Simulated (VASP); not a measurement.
# Ge2PdS3: single point with PBEsol

The system is Ge2PdS3.

```
Ge Pd S
1.0
    -2.21000    2.25921    7.39668
     1.25103   -2.21382    7.15126
     2.24854    2.24232   -7.38052
Ge Pd S
2 1 3
Direct
  0.92112 0.42631 0.67007
  0.22704 0.63517 0.57312
  0.49320 0.04109 0.53149
  0.99630 0.88460 0.87365
  0.29681 0.91691 0.53520
  0.63685 0.14388 0.45742
```

```json
{"Program": "VASP 6.6.1", "Task": "single point", "Functional": "PBEsol", "Potentials or basis": "VASP PAW PBE potentials, release 64 (Ge_d, Pd, S)", "Cutoff": "520 eV", "k mesh": "6 × 6 × 6", "Occupations": "fermi-dirac, width 0.05 eV", "Spin": "no spin polarisation"}
```

* Pressure: -0.1 GPa
* Largest force: 0.010 eV/Å
* Band gap on the k mesh: zero (bands 28 and 29 overlap by 0.83 eV)

Forces in eV/Å, atoms in the order of the input:
```
Ge   0.001  0.008  0.004
Ge  -0.001  0.002 -0.004
Pd   0.004 -0.007  0.000
S   -0.001  0.001 -0.001
S    0.000 -0.005  0.006
S   -0.003  0.001 -0.004
```

Levels at points of the mesh, in eV from the Fermi level:
```csv
k point,band 25,band 26,band 27,band 28,band 29,band 30,band 31,band 32
"(0.00, 0.00, 0.00)",-1.89,-1.80,-1.51,-1.25,-0.15,2.21,2.31,3.38
"(0.50, 0.00, 0.00)",-1.68,-1.24,-0.23,0.21,0.82,2.00,2.21,2.73
"(0.00, 0.50, 0.00)",-1.94,-1.28,-1.15,-0.96,-0.56,0.92,1.45,1.58
"(0.50, 0.50, 0.00)",-2.15,-1.79,-1.15,-0.79,0.67,1.85,2.99,4.25
"(0.00, 0.00, 0.50)",-2.19,-1.69,-1.23,-0.90,0.59,2.01,2.81,3.99
"(0.50, 0.00, 0.50)",-1.82,-1.32,-1.24,-0.85,-0.08,1.00,1.56,1.61
"(0.00, 0.50, 0.50)",-1.71,-1.37,-0.20,0.04,1.07,1.71,2.19,2.60
"(0.50, 0.50, 0.50)",-1.82,-1.61,-1.23,-0.07,0.12,1.92,2.76,3.44
```

Wall time 9.2 min on 1 thread of Intel(R) Xeon(R) 6975P-C (Granite Rapids), on a shared host, peak memory 0.76 GiB.

Caveat: the PAW data sets were made with another functional, which shifts forces and pressure a little.
